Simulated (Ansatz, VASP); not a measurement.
Ag in VASP and in Ansatz

```xyz
2
Lattice="2.9701 0.0000 0.0000 -1.4851 2.5722 0.0000 0.0000 0.0000 4.6614" Properties=species:S:1:pos:R:3 pbc="T T T"
Ag    0.0000    1.7148    1.1653
Ag    1.4851    0.8574    3.4960
```

Alike in both runs: task single point; functional PBE; k mesh 24 × 24 × 12; occupations gaussian, width 0.15 eV; no spin polarisation.

|  | VASP | Ansatz |
| --- | --- | --- |
| version | VASP 6.6.1 | Ansatz 0.2.0 |
| potentials or method | VASP PAW PBE potentials, release 64 (Ag), cutoff 520 eV | scalar-relativistic, plane waves, PAW |
| valence electrons in the cell | 22 | 38 |

```csv
,VASP,Ansatz,Ansatz less VASP
gap on the k mesh at the Fermi level (eV),none,none,-
pressure (GPa),0.5,0.6,+0.03
"traceless stress, the component that is largest in VASP (GPa)",2.69,2.72,+0.028
```

A gap of «none» marks a metal or a gap that the smearing closes. VASP's potentials hold 22 valence electrons a cell and Ansatz's 38, so a difference there can come from the potentials and not from the codes.
